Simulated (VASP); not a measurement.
Runs of VASP 6.6.1 on In2Sb. The structure is that of space group P6_3/mmc (No. 194), or close to it. The cells are those of the table. 

```tsv
cell	k mesh	smearing	gap on the mesh (eV)	pressure (GPa)
a = 5.380, b = 5.380, c = 6.723 Å, angles 90.0, 90.0, 120.0°, 6 atoms	3 × 3 × 1	gaussian 0.1 eV	none	-4.3
a = 5.380, b = 5.380, c = 6.723 Å, angles 90.0, 90.0, 120.0°, 6 atoms	6 × 6 × 3	gaussian 0.05 eV	none	-2.3
a = 5.380, b = 5.380, c = 6.723 Å, angles 90.0, 90.0, 120.0°, 6 atoms	3 × 3 × 2	gaussian 0.1 eV	none	(b)
a = 5.333, b = 5.333, c = 6.393 Å, angles 90.0, 90.0, 120.0°, 6 atoms	12 × 12 × 6	gaussian 0.1 eV	none	(a)
a = 5.380, b = 5.380, c = 6.723 Å, angles 90.0, 90.0, 120.0°, 6 atoms	3 × 3 × 4	gaussian 0.1 eV	none	-2.7
```

Alike in all rows: task single point; level PBEsol; potentials or basis VASP PAW PBE potentials, release 64 (In_d, Sb); no spin polarisation; cutoff (eV) 520.

Problem. Fill in the values left out.

Solution. (a) 0.0; (b) -2.8.

Caveats: some runs use coarse meshes; the PAW data sets were made with another functional, which shifts forces and pressure a little; spin-orbit coupling is left out, which moves the levels of the heavy elements.

A k mesh can miss the band edges, and the runs leave out spin-orbit coupling on In, Sb.

A gap of «none» marks levels without a gap at the run's occupations.
